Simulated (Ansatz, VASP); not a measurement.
**Al2Cu: VASP beside Ansatz**

```
Al Cu
1.0
    -3.02619    3.02619    2.47824
     3.02619   -3.02619    2.47824
     3.02619    3.02619   -2.47824
Al Cu
4 2
Direct
  0.15872 0.65872 0.81744
  0.65872 0.84128 0.50000
  0.84128 0.34128 0.18256
  0.34128 0.15872 0.50000
  0.75000 0.75000 0.00000
  0.25000 0.25000 0.00000
```

Change from the starting cell: strain +0.000 along x and y, +0.015 along z, atoms carried along.

Alike in both runs: task single point; functional PBE; k mesh 12 × 12 × 12; occupations gaussian, width 0.15 eV; no spin polarisation.

|  | VASP | Ansatz |
| --- | --- | --- |
| version | VASP 6.6.1 | Ansatz 0.2.0 |
| potentials or method | VASP PAW PBE potentials, release 64 (Al, Cu), cutoff 520 eV | scalar-relativistic, plane waves, PAW |
| valence electrons in the cell | 34 | 50 |

Ansatz gave:

| Property | Result |
| --- | --- |
| gap on the k mesh at the Fermi level (eV) | none |
| pressure (GPa) | -1.3 |
| traceless stress, the component that is largest in VASP (GPa) | -1.26 |
| rms of the force components (eV/Å) | 0.013 |

Q: What did VASP give for the same quantities?

A: gap on the k mesh at the Fermi level (eV): none; pressure (GPa): -0.5; traceless stress, the component that is largest in VASP (GPa): -1.24; rms of the force components (eV/Å): 0.011.

Atom by atom the forces differ by 0.002 eV/Å (rms over components). A gap of «none» marks a metal or a gap that the smearing closes. The functional is the same, so the differences come from potentials, cutoffs and numerics. VASP's potentials hold 34 valence electrons a cell and Ansatz's 50, so a difference there can come from the potentials and not from the codes.
